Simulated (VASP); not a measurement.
# CdS (Pmmn) in VASP: relaxation of cell and atoms with PBE

Aim: the relaxation of cell and atoms of CdS with PBE.

Everything below comes from runs of VASP 6.6.1. Logs are shortened: lines on timing, memory, paths and dates and some standing lists are left out, and cuts for length are marked.

## 1. The cell of the first run

The structure is orthorhombic, space group Pmmn (No. 59). Conventional cell: a = 3.898 Å, b = 5.511 Å, c = 3.898 Å, α = 90.00°, β = 90.00°, γ = 90.00°. Within 3.6 Å of Cd (site symmetry mm2) lie 6 S at 2.75 to 2.76 Å. Within 3.6 Å of S (site symmetry mm2) lie 6 Cd at 2.75 to 2.76 Å.

## 2. Relaxation of cell and atoms, PBE

INCAR reads:

```
ALGO     = Normal         # electronic algorithm
EDIFF    = 1E-6           # SCF threshold, eV
EDIFFG   = -0.01          # ionic threshold
ENCUT    = 600            # plane-wave cutoff, eV
GGA      = PE             # functional
IBRION   = 2              # ionic algorithm
ISIF     = 3              # what is computed and relaxed
ISMEAR   = 0              # smearing method
LASPH    = T              # aspherical terms in the spheres
LCHARG   = F              # write CHGCAR
LREAL    = F              # projectors in reciprocal space
LWAVE    = F              # write WAVECAR
NELM     = 80             # most SCF steps
NSW      = 100            # ionic steps
PREC     = Accurate       # precision mode
SIGMA    = 0.01           # smearing width, eV
```

KPOINTS reads:

```
k-points
0
Gamma
  10 8 10
```

POSCAR reads:

```
CdS
1.0
    3.8984360700      0.0000000000      0.0000000000
    0.0000000000      5.5114917800      0.0000000000
    0.0000000000      0.0000000000      3.8981039500
Cd S
2 2
Direct
    0.5000000000      0.5000000000      0.7430260100
    0.0000000000      0.0000000000      0.2569739900
    0.5000000000      0.0000000000      0.7551630200
    0.0000000000      0.5000000000      0.2448369800
```

Potentials or basis: VASP PAW PBE potentials, release 64 (Cd, S).

Started as:

```bash
$ cat potpaw_PBE.64/Cd/POTCAR potpaw_PBE.64/S/POTCAR > POTCAR
$ mpirun -np 1 vasp_std > vasp.out
```

OUTCAR:

```text
EDIFF = 1E-6
   EDIFFG = -0.01
   ENCUT = 600
   GGA = PE
   IBRION = 2
   ISIF = 3
   ISMEAR = 0
   LASPH = T
   LREAL = F
   NELM = 80
   NSW = 100
   PREC = Accurate

 ion  position               nearest neighbor table
   1  0.500  0.500  0.743-   4 2.75   4 2.75   3 2.76   3 2.76   4 2.76   4 2.76
   2  0.000  0.000  0.257-   3 2.75   3 2.75   4 2.76   4 2.76   3 2.76   3 2.76
   3  0.500  0.000  0.755-   2 2.75   2 2.75   1 2.76   1 2.76   2 2.76   2 2.76
   4  0.000  0.500  0.245-   1 2.75   1 2.75   2 2.76   2 2.76   1 2.76   1 2.76

  LATTYP: Found a simple orthorhombic cell.
 ALAT       =     3.8981039500
 B/A-ratio  =     1.0000852004
 C/A-ratio  =     1.4138904069

  Lattice vectors:

 A1 = (   0.0000000000,   0.0000000000,   3.8981039500)
 A2 = (   3.8984360700,   0.0000000000,   0.0000000000)
 A3 = (   0.0000000000,   5.5114917800,   0.0000000000)

Analysis of symmetry for initial positions (statically):
=====================================================================
 Subroutine PRICEL returns:
 Original cell was already a primitive cell.

 Routine SETGRP: Setting up the symmetry group for a
 simple orthorhombic supercell.

 Subroutine GETGRP returns: Found  8 space group operations
 (whereof  4 operations were pure point group operations)
 out of a pool of  8 trial point group operations.

The static configuration has the point symmetry C_2v.
 The point group associated with its full space group is D_2h.

Analysis of symmetry for dynamics (positions and initial velocities):
=====================================================================
 Subroutine PRICEL returns:
 Original cell was already a primitive cell.

 Routine SETGRP: Setting up the symmetry group for a
 simple orthorhombic supercell.

 Subroutine GETGRP returns: Found  8 space group operations
 (whereof  4 operations were pure point group operations)
 out of a pool of  8 trial point group operations.

The dynamic configuration has the point symmetry C_2v.
 The point group associated with its full space group is D_2h.

 Subroutine INISYM returns: Found  8 space group operations
 (whereof  4 operations are pure point group operations),
 and found     1 'primitive' translations

----------------------------------------------------------------------------------------

                                     Primitive cell

  volume of cell :      83.7554

  direct lattice vectors                    reciprocal lattice vectors
     3.898436070  0.000000000  0.000000000     0.256513120  0.000000000  0.000000000
     0.000000000  5.511491780  0.000000000     0.000000000  0.181439080  0.000000000
     0.000000000  0.000000000  3.898103950     0.000000000  0.000000000  0.256534975

  length of vectors
     3.898436070  5.511491780  3.898103950     0.256513120  0.181439080  0.256534975

  position of ions in fractional coordinates (direct lattice)
     0.500000000  0.500000000  0.743026010
     0.000000000  0.000000000  0.256973990
     0.500000000  0.000000000  0.755163020
     0.000000000  0.500000000  0.244836980

  ion indices of the primitive-cell ions
   primitive index   ion index
                 1           1
                 2           2
                 3           3
                 4           4

----------------------------------------------------------------------------------------

 KPOINTS: k-points

Automatic generation of k-mesh.
 Grid dimensions read from file:
 generate k-points for:   10    8   10

 Generating k-lattice:

  Cartesian coordinates                     Fractional coordinates (reciprocal lattice)
     0.025651312  0.000000000  0.000000000     0.100000000  0.000000000  0.000000000
     0.000000000  0.022679885  0.000000000     0.000000000  0.125000000  0.000000000
     0.000000000  0.000000000  0.025653498     0.000000000  0.000000000  0.100000000

  Length of vectors
     0.025651312  0.022679885  0.025653498

  Shift w.r.t. Gamma in fractional coordinates (k-lattice)
     0.000000000  0.000000000  0.000000000

 Subroutine IBZKPT returns following result:
 ===========================================

 Found    180 irreducible k-points:

 Following reciprocal coordinates:
            Coordinates               Weight
  0.000000  0.000000  0.000000      1.000000
  0.100000  0.000000  0.000000      2.000000
  0.200000  0.000000  0.000000      2.000000
  0.300000  0.000000  0.000000      2.000000
  0.400000  0.000000  0.000000      2.000000
  0.500000  0.000000  0.000000      1.000000
[... 16 lines left out ...]
  0.400000  0.375000  0.000000      4.000000
  0.500000  0.375000  0.000000      2.000000
 [... further k-points ...]
   k-points           NKPTS =    180   k-points in BZ     NKDIM =    180   number of bands    NBANDS=     22
   number of dos      NEDOS =    301   number of ions     NIONS =      4
   total plane-waves  NPLWV =  49152
   dimension x,y,z NGX =    32 NGY =   48 NGZ =   32
   dimension x,y,z NGXF=    64 NGYF=   96 NGZF=   64
   ions per type =               2   2
   NGX,Y,Z   is equivalent  to a cutoff of  13.65, 14.48, 13.65 a.u.
   NGXF,Y,Z  is equivalent  to a cutoff of  27.29, 28.96, 27.29 a.u.
 SYSTEM =  unknown system
   PREC   = accura    normal or accurate (medium, high low for compatibility)
   ISTART =      0    job   : 0-new  1-cont  2-samecut
   ICHARG =      2    charge: 1-file 2-atom 10-const
   ISPIN  =      1    spin polarized calculation?
   LNONCOLLINEAR =      F non collinear calculations
   LSORBIT =      F    spin-orbit coupling
   LASPH  =      T    aspherical Exc in radial PAW
   ENCUT  =  600.0 eV  44.10 Ry    6.64 a.u.   7.79 11.01  7.79*2*pi/ulx,y,z
   NELM   =     80;   NELMIN=  2; NELMDL= -5     # of ELM steps
   EDIFF  = 0.1E-05   stopping-criterion for ELM
   LREAL  =      F    real-space projection
   EDIFFG = -.1E-01   stopping-criterion for IOM
   NSW    =    100    number of steps for IOM
   IBRION =      2    ionic relax: 0-MD 1-quasi-New 2-CG
   NFREE  =      1    steps in history (QN), initial steepest desc. (CG)
   ISIF   =      3    stress and relaxation
   ISYM   =      2    0-nonsym 1-usesym 2-fastsym
   POTIM  = 0.5000    time-step for ionic-motion
   TEBEG  =    0.0;   TEEND  =   0.0 temperature during run
   PSTRESS=    0.0 pullay stress
   NELECT =      36.0000    total number of electrons
   NUPDOWN=      -1.0000    fix difference up-down
   EMIN   =  10.00;   EMAX   =-10.00  energy-range for DOS
   EFERMI =   0.00;   METHOD = LEGACY
   ISMEAR =     0;   SIGMA  =   0.01  broadening in eV -4-tet -1-fermi 0-gaus
   EFERMI_NEDOS =   21; number of points for ismear=-14 and -15
   IALGO  =     38    algorithm
   IMIX   =      4    mixing-type and parameters
     AMIX     =   0.40;   BMIX     =  1.00
     AMIX_MAG =   1.60;   BMIX_MAG =  1.00
  volume/ion in A,a.u.               =      20.94       141.30
  Fermi-wavevector in a.u.,A,eV,Ry     =   1.235486  2.334731 20.768298  1.526427
  Thomas-Fermi vector in A             =   2.370134
   LORBIT       =      0    0 simple, 1 ext, 2 COOP (PROOUT), +10 PAW based schemes
   GGA     = PE    functional components
   LHFCALC =     F    Hartree Fock is set to
   AEXX    =    0.0000 exact exchange contribution
   IVDW    =     0    specifies the selected vdW correction
   LEPSILON=     F    determine dielectric tensor
   LRPA    =     F    only Hartree local field effects (RPA)
 conjugate gradient relaxation of ions
 non-spin polarized calculation
 Gauss-broadening in eV      SIGMA  =   0.01
  energy-cutoff  :      600.00
  volume of cell :       83.76
 maximum number of plane-waves:      2818
 NGX is ok and might be reduce to    32
   NGX = 15   NGY = 23   NGZ = 15

--------------------------------------- Ionic step        1  -------------------------------------------

 number of electron      36.0000000 magnetization

 Free energy of the ion-electron system (eV)
  ---------------------------------------------------
  ext. energy  EPLUGINS =         0.00000000
  ---------------------------------------------------
  free energy    TOTEN  =       -11.75344458 eV

  energy without entropy =      -11.75344458  energy(sigma->0) =      -11.75344458

------------------------ aborting loop because EDIFF is reached ----------------------------------------

  FORCE on cell =-STRESS in cart. coord.  units (eV):
  Direction    XX          YY          ZZ          XY          YZ          ZX
  --------------------------------------------------------------------------------------
  -------------------------------------------------------------------------------------
  Total       -0.1746624     -0.1725625     -0.1791285      0.0000000      0.0000000      0.0000000
  in kB       -3.3411586     -3.3009875     -3.4265904      0.0000000      0.0000000      0.0000000
  external PRESSURE =      -3.3562455 kB  Pullay stress =       0.0000000 kB
[... 95 lines left out ...]
  FREE ENERGIE OF THE ION-ELECTRON SYSTEM (eV)
  ---------------------------------------------------
  free  energy   TOTEN  =       -11.7539674753 eV

  energy  without entropy=      -11.7539674753  energy(sigma->0) =      -11.75396748

[... ionic steps 4 to 7 ...]

--------------------------------------- Ionic step        8  -------------------------------------------

 number of electron      35.9999989 magnetization

------------------------ aborting loop because EDIFF is reached ----------------------------------------

  FORCE on cell =-STRESS in cart. coord.  units (eV):
  Direction    XX          YY          ZZ          XY          YZ          ZX
  --------------------------------------------------------------------------------------
  -------------------------------------------------------------------------------------
  Total       -0.0138867     -0.0233323      0.0110850      0.0000000      0.0000000      0.0000000
  in kB       -0.2668673     -0.4483872      0.2130257      0.0000000      0.0000000      0.0000000
  external PRESSURE =      -0.1674096 kB  Pullay stress =       0.0000000 kB
[... 61 lines left out ...]
  energy  without entropy=      -11.7547682377  energy(sigma->0) =      -11.75476824

--------------------------------------- Ionic step       10  -------------------------------------------

 number of electron      35.9999989 magnetization

 Free energy of the ion-electron system (eV)
  ---------------------------------------------------
  ext. energy  EPLUGINS =         0.00000000
  ---------------------------------------------------
  free energy    TOTEN  =       -11.75492798 eV

  energy without entropy =      -11.75492798  energy(sigma->0) =      -11.75492798

 E-fermi :   2.7930     XC(G=0): -10.3100

 val. band max:        2.7331367208   @ k =   0.0000   0.0000   0.4000
 cond. band min:       2.9792705325   @ k =   0.0000   0.0000   0.0000
 fundamental gap:      0.2461338117
 Fermi energy:         2.7930075098

 k-point     1 :       0.0000    0.0000    0.0000
  band No.  band energies     occupation
      1      -9.9431      2.00000
      2      -9.0774      2.00000
      3      -4.9977      2.00000
      4      -4.8497      2.00000
      5      -4.8496      2.00000
      6      -4.8494      2.00000
[... 574 lines left out ...]
      6      -5.1065      2.00000
[... 14 lines left out ...]
     21       8.1784      0.00000
     22       8.1784      0.00000

 [... further k-points ...]
[... 5 lines left out ...]
  --------------------------------------------------------------------------------------
  -------------------------------------------------------------------------------------
  Total       -0.0073984     -0.0012636     -0.0159777      0.0000000      0.0000000      0.0000000
  in kB       -0.1421744     -0.0242827     -0.3070445      0.0000000      0.0000000      0.0000000
  external PRESSURE =      -0.1578339 kB  Pullay stress =       0.0000000 kB
[... 19 lines left out ...]
  FREE ENERGIE OF THE ION-ELECTRON SYSTEM (eV)
  ---------------------------------------------------
  free  energy   TOTEN  =       -11.7549279773 eV

  energy  without entropy=      -11.7549279773  energy(sigma->0) =      -11.75492798

 reached required accuracy - stopping structural energy minimisation
```

Wall time 30 min (1 thread of Oxide Virtual Turin-like, shared host); peak memory 0.45 GiB.

What came out:

* Free energy: -11.7549 eV
* Relaxed volume: 20.84 Å³/atom
* Relaxed cell: a = 3.892 Å, b = 5.503 Å, c = 3.893 Å, α = 90.00°, β = 90.00°, γ = 90.00°
* Space group after relaxing (to 0.1 Å): Fm-3m (No. 225)
* Energy gained by relaxing: 0.4 meV/atom
* Ionic steps: 10
* Pressure after relaxing: 0.0 GPa
* Largest force after relaxing: 0.005 eV/Å
* Band gap on the k mesh: 0.25 eV

Forces in eV/Å, atoms in the order of the input:
```
Cd   0.000  0.000  0.005
Cd   0.000  0.000 -0.005
S    0.000  0.000  0.005
S    0.000  0.000 -0.005
```

The path:
```csv
step,energy change (eV),largest force (eV/Å),pressure (GPa),volume (Å³)
1,0.0000,0.0263,-0.34,83.76
2,-0.0005,0.0223,0.11,83.22
3,-0.0005,0.0231,0.04,83.31
4,-0.0005,0.0232,0.03,83.32
5,-0.0006,0.0208,0.02,83.32
6,-0.0009,0.0200,0.02,83.33
7,-0.0012,0.0193,0.02,83.34
8,-0.0012,0.0303,-0.02,83.37
9,-0.0013,0.0182,0.00,83.36
10,-0.0015,0.0054,-0.02,83.37
```

Final structure:
```yaml
crystal:
  lattice:
    - [3.89184, 0.00000, 0.00000]
    - [0.00000, 5.50297, 0.00000]
    - [0.00000, 0.00000, 3.89289]
  atoms:
    - { symbol: Cd, position: [0.50000, 0.50000, 0.74937] }
    - { symbol: Cd, position: [0.00000, 0.00000, 0.25063] }
    - { symbol: S, position: [0.50000, 0.00000, 0.74991] }
    - { symbol: S, position: [0.00000, 0.50000, 0.25009] }
```

Levels at points of the mesh, in eV from the valence-band top:
```tsv
k point	band 14	band 15	band 16	band 17	band 18	band 19	band 20	band 21	band 22
(0.00, 0.00, 0.00)	-2.07	-2.06	-0.71	-0.71	-0.71	0.25	0.83	6.06	9.22
(0.50, 0.00, 0.00)	-3.83	-2.24	-2.24	-0.15	-0.15	4.41	4.41	5.37	5.37
(0.00, 0.50, 0.00)	-2.67	-1.35	-1.35	-1.35	-1.35	3.01	3.01	6.53	6.53
(0.50, 0.50, 0.00)	-4.76	-0.01	-0.01	-0.01	-0.01	3.53	3.53	5.92	5.92
(0.00, 0.00, 0.50)	-3.84	-2.25	-2.24	-0.15	-0.14	4.41	4.41	5.37	5.37
(0.50, 0.00, 0.50)	-4.12	-2.07	-2.07	-2.06	-2.06	0.25	0.25	6.06	6.06
(0.00, 0.50, 0.50)	-4.76	-0.01	-0.01	-0.01	-0.01	3.53	3.53	5.92	5.92
(0.50, 0.50, 0.50)	-3.11	-3.11	-3.11	-2.80	-2.80	3.35	3.35	6.69	6.69
```

Caveat: semilocal functionals underestimate gaps, and a narrow one can read as zero.
